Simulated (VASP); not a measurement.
# ZnCu2SnSe4 (I-4) in VASP: density of states with PBE

Aim: the density of states of ZnCu2SnSe4 with PBE.

Program: VASP 6.6.1. These are calculated values, not measurements. Logs are shortened: lines on timing, memory, paths and dates and some standing lists are left out, and cuts for length are marked.

### Step 1. The cell of the first run

Symmetry: I-4, No. 82, tetragonal system. Conventional cell: a = 5.765 Å, b = 5.765 Å, c = 11.520 Å, α = 90.00°, β = 90.00°, γ = 90.00°. Zn (site symmetry -4) has 4 Se at 2.50 Å within 3.3 Å. Within 3.2 Å of Cu (site symmetry -4) lie 4 Se at 2.43 Å. Cu (site symmetry -4) has 4 Se at 2.44 Å within 3.2 Å. Sn (site symmetry -4) has 4 Se at 2.63 Å within 3.5 Å. Se (site symmetry 1) has 2 Cu at 2.43 to 2.44 Å and 1 Zn at 2.50 Å and 1 Sn at 2.63 Å within 3.2 Å.

### Step 2. Density of states, PBE

The input, POSCAR:

```
ZnCu2SnSe4
1.0
   -2.8824511675      2.8824511675      5.7599695616
    2.8824511675     -2.8824511675      5.7599695616
    2.8824511675      2.8824511675     -5.7599695616
Zn Cu Sn Se
1 2 1 4
Direct
    0.7500000000      0.2500000000      0.5000000000
    0.2500000000      0.7500000000      0.5000000000
    0.0000000000      0.0000000000      0.0000000000
    0.5000000000      0.5000000000      0.0000000000
    0.6293930906      0.6387054504      0.5285377648
    0.1101676856      0.1008553259      0.4714622352
    0.8991446741      0.3706069094      0.0093123597
    0.3612945496      0.8898323144      0.9906876403
```

The input, INCAR.step1:

```
PREC     = Accurate       # precision mode
ENCUT    = 520            # plane-wave cutoff, eV
EDIFF    = 1E-6           # SCF threshold, eV
ISMEAR   = 0              # smearing method
SIGMA    = 0.1            # smearing width, eV
LREAL    = F              # projectors in reciprocal space
LASPH    = T              # aspherical terms in the spheres
NELM     = 120            # most SCF steps
ALGO     = Normal         # electronic algorithm
ISIF     = 2              # what is computed and relaxed
LWAVE    = F              # write WAVECAR
LCHARG   = T              # write CHGCAR
LMAXMIX  = 4              # l up to which the mixer works
GGA      = PE             # functional
NBANDS   = 46             # bands
GGA_COMPAT= F            
NEDOS    = 2001           # points of the DOS
LORBIT   = 11             # projections on sites
KPAR     = 4
```

The input, KPOINTS.step1:

```
Automatic mesh
0
Gamma
  10 10 10
```

The input, INCAR.step2:

```
PREC     = Accurate       # precision mode
ENCUT    = 520            # plane-wave cutoff, eV
EDIFF    = 1E-6           # SCF threshold, eV
ISMEAR   = -5             # smearing method
SIGMA    = 0.1            # smearing width, eV
LREAL    = F              # projectors in reciprocal space
LASPH    = T              # aspherical terms in the spheres
NELM     = 120            # most SCF steps
ALGO     = Normal         # electronic algorithm
ISIF     = 2              # what is computed and relaxed
LWAVE    = F              # write WAVECAR
LCHARG   = F              # write CHGCAR
LMAXMIX  = 4              # l up to which the mixer works
GGA      = PE             # functional
LORBIT   = 10             # projections on sites
NBANDS   = 46             # bands
NEDOS    = 2001           # points of the DOS
ICHARG   = 11             # starting density
GGA_COMPAT= F            
KPAR     = 4
```

The input, KPOINTS.step2:

```
Automatic mesh
0
Gamma
  15 15 15
```

Potentials or basis: VASP PAW PBE potentials, release 64 (Zn, Cu, Sn_d, Se).

Launch:

```console
$ cat potpaw_PBE.64/Zn/POTCAR potpaw_PBE.64/Cu/POTCAR potpaw_PBE.64/Sn_d/POTCAR potpaw_PBE.64/Se/POTCAR > POTCAR
$ cp INCAR.step1 INCAR
$ cp KPOINTS.step1 KPOINTS
$ mpirun -np 4 vasp_std > vasp.out
$ cp INCAR.step2 INCAR
$ cp KPOINTS.step2 KPOINTS
$ mpirun -np 4 vasp_std > vasp.out
```

OUTCAR:

```text
PREC = Accurate
   ENCUT = 520
   EDIFF = 1E-6
   ISMEAR = -5
   LREAL = F
   LASPH = T
   NELM = 120
   ISIF = 2
   GGA = PE
   LORBIT = 10
   ICHARG = 11

 ion  position               nearest neighbor table
   1  0.750  0.250  0.500-   7 2.50   6 2.50   8 2.50   5 2.50
   2  0.250  0.750  0.500-   5 2.43   7 2.43   6 2.43   8 2.43
   3  0.000  0.000  0.000-   8 2.44   6 2.44   5 2.44   7 2.44
   4  0.500  0.500  0.000-   7 2.63   6 2.63   8 2.63   5 2.63
   5  0.629  0.639  0.529-   2 2.43   3 2.44   1 2.50   4 2.63
   6  0.110  0.101  0.471-   2 2.43   3 2.44   1 2.50   4 2.63
   7  0.899  0.371  0.009-   2 2.43   3 2.44   1 2.50   4 2.63
   8  0.361  0.890  0.991-   2 2.43   3 2.44   1 2.50   4 2.63

  LATTYP: Found a body centered tetragonal cell.
 ALAT       =     5.7649023350
 C/A-ratio  =     1.9982886880

  Lattice vectors:

 A1 = (  -2.8824511675,   2.8824511675,   5.7599695616)
 A2 = (   2.8824511675,  -2.8824511675,   5.7599695616)
 A3 = (   2.8824511675,   2.8824511675,  -5.7599695616)

Analysis of symmetry for initial positions (statically):
=====================================================================
 Subroutine PRICEL returns:
 Original cell was already a primitive cell.

 Routine SETGRP: Setting up the symmetry group for a
 body centered tetragonal supercell.

 Subroutine GETGRP returns: Found  4 space group operations
 (whereof  4 operations were pure point group operations)
 out of a pool of 16 trial point group operations.

The static configuration has the point symmetry S_4 .

Analysis of symmetry for dynamics (positions and initial velocities):
=====================================================================
 Subroutine PRICEL returns:
 Original cell was already a primitive cell.

 Routine SETGRP: Setting up the symmetry group for a
 body centered tetragonal supercell.

 Subroutine GETGRP returns: Found  4 space group operations
 (whereof  4 operations were pure point group operations)
 out of a pool of 16 trial point group operations.

The dynamic configuration has the point symmetry S_4 .

 Subroutine INISYM returns: Found  4 space group operations
 (whereof  4 operations are pure point group operations),
 and found     1 'primitive' translations

----------------------------------------------------------------------------------------

                                     Primitive cell

  volume of cell :     191.4274

  direct lattice vectors                    reciprocal lattice vectors
    -2.882451168  2.882451168  5.759969562     0.000000000  0.173463476  0.086806014
     2.882451168 -2.882451168  5.759969562     0.173463476  0.000000000  0.086806014
     2.882451168  2.882451168 -5.759969562     0.173463476  0.173463476  0.000000000

  length of vectors
     7.056507551  7.056507551  7.056507551     0.193971291  0.193971291  0.245314401

  position of ions in fractional coordinates (direct lattice)
     0.750000000  0.250000000  0.500000000
     0.250000000  0.750000000  0.500000000
     0.000000000  0.000000000  0.000000000
     0.500000000  0.500000000  0.000000000
     0.629393091  0.638705450  0.528537765
     0.110167686  0.100855326  0.471462235
     0.899144674  0.370606909  0.009312360
     0.361294550  0.889832314  0.990687640

  ion indices of the primitive-cell ions
   primitive index   ion index
                 1           1
                 2           2
                 3           3
                 4           4
                 5           5
                 6           6
                 7           7
                 8           8

----------------------------------------------------------------------------------------

 KPOINTS: Automatic mesh

Automatic generation of k-mesh.
 Grid dimensions read from file:
 generate k-points for:   15   15   15

 Generating k-lattice:

  Cartesian coordinates                     Fractional coordinates (reciprocal lattice)
     0.000000000  0.011564232  0.005787068     0.066666667  0.000000000 -0.000000000
     0.011564232  0.000000000  0.005787068     0.000000000  0.066666667 -0.000000000
     0.011564232  0.011564232  0.000000000     0.000000000  0.000000000  0.066666667

  Length of vectors
     0.012931419  0.012931419  0.016354293

  Shift w.r.t. Gamma in fractional coordinates (k-lattice)
     0.000000000  0.000000000  0.000000000

 TETIRR: Found   8415 inequivalent tetrahedra from    20250

 Subroutine IBZKPT returns following result:
 ===========================================

 Found    456 irreducible k-points:

 Following reciprocal coordinates:
            Coordinates               Weight
  0.000000  0.000000  0.000000      1.000000
  0.066667  0.000000  0.000000      8.000000
  0.133333 -0.000000  0.000000      8.000000
  0.200000 -0.000000  0.000000      8.000000
  0.266667 -0.000000  0.000000      8.000000
  0.333333  0.000000 -0.000000      8.000000
[... 16 lines left out ...]
  0.466667 -0.066667 -0.400000      8.000000
 -0.400000  0.066667  0.000000      8.000000
 [... further k-points ...]
   k-points           NKPTS =    456   k-points in BZ     NKDIM =    456   number of bands    NBANDS=     46
   number of dos      NEDOS =   2001   number of ions     NIONS =      8
   total plane-waves  NPLWV = 157464
   dimension x,y,z NGX =    54 NGY =   54 NGZ =   54
   dimension x,y,z NGXF=   108 NGYF=  108 NGZF=  108
   ions per type =               1   2   1   4
   NGX,Y,Z   is equivalent  to a cutoff of  12.72, 12.72, 12.72 a.u.
   NGXF,Y,Z  is equivalent  to a cutoff of  25.44, 25.44, 25.44 a.u.
 SYSTEM =  unknown system
   PREC   = accura    normal or accurate (medium, high low for compatibility)
   ISTART =      0    job   : 0-new  1-cont  2-samecut
   ICHARG =     11    charge: 1-file 2-atom 10-const
   ISPIN  =      1    spin polarized calculation?
   LNONCOLLINEAR =      F non collinear calculations
   LSORBIT =      F    spin-orbit coupling
   LASPH  =      T    aspherical Exc in radial PAW
   ENCUT  =  520.0 eV  38.22 Ry    6.18 a.u.  13.12 13.12 13.12*2*pi/ulx,y,z
   NELM   =    120;   NELMIN=  2; NELMDL=  0     # of ELM steps
   EDIFF  = 0.1E-05   stopping-criterion for ELM
   LREAL  =      F    real-space projection
   EDIFFG = 0.1E-04   stopping-criterion for IOM
   NSW    =      0    number of steps for IOM
   IBRION =     -1    ionic relax: 0-MD 1-quasi-New 2-CG
   NFREE  =      0    steps in history (QN), initial steepest desc. (CG)
   ISIF   =      2    stress and relaxation
   ISYM   =      2    0-nonsym 1-usesym 2-fastsym
   POTIM  = 0.5000    time-step for ionic-motion
   TEBEG  =    0.0;   TEEND  =   0.0 temperature during run
   PSTRESS=    0.0 pullay stress
   NELECT =      72.0000    total number of electrons
   NUPDOWN=      -1.0000    fix difference up-down
   EMIN   =  10.00;   EMAX   =-10.00  energy-range for DOS
   EFERMI =   0.00;   METHOD = LEGACY
   ISMEAR =    -5;   SIGMA  =   0.10  broadening in eV -4-tet -1-fermi 0-gaus
   EFERMI_NEDOS =   21; number of points for ismear=-14 and -15
   IALGO  =     38    algorithm
   IMIX   =      4    mixing-type and parameters
     AMIX     =   0.40;   BMIX     =  1.00
     AMIX_MAG =   1.60;   BMIX_MAG =  1.00
  volume/ion in A,a.u.               =      23.93       161.48
  Fermi-wavevector in a.u.,A,eV,Ry     =   1.181728  2.233143 19.000288  1.396482
  Thomas-Fermi vector in A             =   2.317996
   LORBIT       =     10    0 simple, 1 ext, 2 COOP (PROOUT), +10 PAW based schemes
   GGA     = PE    functional components
   LHFCALC =     F    Hartree Fock is set to
   AEXX    =    0.0000 exact exchange contribution
   IVDW    =     0    specifies the selected vdW correction
   LEPSILON=     F    determine dielectric tensor
   LRPA    =     F    only Hartree local field effects (RPA)
 non-spin polarized calculation
 Fermi weights with tetrahedron method with Bloechl corrections
  energy-cutoff  :      520.00
  volume of cell :      191.43
 maximum number of plane-waves:      5190
 NGX is ok and might be reduce to    54

 number of electron      71.9999971 magnetization

 Free energy of the ion-electron system (eV)
  ---------------------------------------------------
  ext. energy  EPLUGINS =         0.00000000
  ---------------------------------------------------
  free energy    TOTEN  =       -29.59256808 eV

  energy without entropy =      -29.59256808  energy(sigma->0) =      -29.59256808

 E-fermi :   3.5927     XC(G=0):  -9.2967

 val. band max:        3.5870578949   @ k =   0.0667   0.0000   0.0000
 cond. band min:       3.6107710940   @ k =   0.0000   0.0000   0.0000
 fundamental gap:      0.0237131991
 Fermi energy:         3.5927384366

 k-point     1 :       0.0000    0.0000    0.0000
  band No.  band energies     occupation
      1     -18.5681      2.00000
      2     -18.5650      2.00000
      3     -18.5650      2.00000
      4     -18.5201      2.00000
      5     -18.5167      2.00000
      6     -10.5112      2.00000
[... 38 lines left out ...]
     45       8.6735      0.00000
     46       8.9665      0.00000

 k-point     2 :       0.0667    0.0000    0.0000
  band No.  band energies     occupation
      1     -18.5681      2.00000
      2     -18.5650      2.00000
      3     -18.5650      2.00000
      4     -18.5201      2.00000
      5     -18.5167      2.00000
      6     -10.4989      2.00000
[... 1070 lines left out ...]
 k-point    24 :      -0.4000    0.0667    0.0000
  band No.  band energies     occupation
      1     -18.5683      2.00000
      2     -18.5652      2.00000
      3     -18.5650      2.00000
      4     -18.5199      2.00000
      5     -18.5166      2.00000
      6     -10.1354      2.00000
[... 38 lines left out ...]
     45       9.1993      0.00000
     46       9.4074      0.00000

 [... further k-points ...]

------------------------ aborting loop because EDIFF is reached ----------------------------------------

  FORCE on cell =-STRESS in cart. coord.  units (eV):
  Direction    XX          YY          ZZ          XY          YZ          ZX
  --------------------------------------------------------------------------------------
  -------------------------------------------------------------------------------------
  Total        0.2009977      0.2009977      0.2360101     -0.0000000      0.0000000      0.0000000
  in kB        1.6822776      1.6822776      1.9753185     -0.0000001      0.0000000      0.0000000
  external PRESSURE =       1.7799579 kB  Pullay stress =       0.0000000 kB

 VOLUME and BASIS-vectors are now :
 -----------------------------------------------------------------------------
  energy-cutoff  :      520.00
  volume of cell :      191.43
      direct lattice vectors                 reciprocal lattice vectors
    -2.882451168  2.882451168  5.759969562     0.000000000  0.173463476  0.086806014
     2.882451168 -2.882451168  5.759969562     0.173463476  0.000000000  0.086806014
     2.882451168  2.882451168 -5.759969562     0.173463476  0.173463476  0.000000000

 POSITION                                       TOTAL-FORCE (eV/Angst)
 -----------------------------------------------------------------------------------
      0.00000      2.88245      2.87998         0.000000      0.000000      0.000000
      2.88245      0.00000      2.87998         0.000000     -0.000000     -0.000000
      0.00000      0.00000      0.00000        -0.000000      0.000000      0.000000
      0.00000      0.00000      5.75997         0.000000     -0.000000      0.000000
      1.55033      1.49664      4.25985        -0.016548     -0.008546      0.007362
      1.33212      1.38581     -1.50012         0.016548      0.008546      0.007362
     -1.49664      1.55033      7.26009         0.008546     -0.016548     -0.007362
      4.37909      1.33212      1.50012        -0.008546      0.016548     -0.007362
 -----------------------------------------------------------------------------------
    total drift:                                0.000080     -0.000157      0.000043

  FREE ENERGIE OF THE ION-ELECTRON SYSTEM (eV)
  ---------------------------------------------------
  free  energy   TOTEN  =       -29.5925680757 eV

  energy  without entropy=      -29.5925680757  energy(sigma->0) =      -29.59256808

 total charge

# of ion       s       p       d       tot
------------------------------------------
    1        0.538   0.410   9.778  10.726
    2        0.365   0.325   9.260   9.950
    3        0.363   0.320   9.259   9.942
    4        1.162   0.998  10.038  12.198
    5        1.453   2.345   0.043   3.841
    6        1.453   2.345   0.043   3.841
    7        1.453   2.345   0.043   3.841
    8        1.453   2.345   0.043   3.841
--------------------------------------------------
tot          8.240  11.434  38.506  58.179
```

It took 39 min on 4 MPI ranks of Intel Xeon Platinum 8259CL at 2.50GHz (Skylake/Cascade Lake), shared host; peak memory 3.3 GiB.

What came out:

```
Valence electrons inside the program's atomic spheres : Zn 10.73; Cu 9.95, 9.94; Sn 12.20; Se 3.84
```

Caveat: spin-orbit coupling is left out, which moves the levels of the heavy elements.
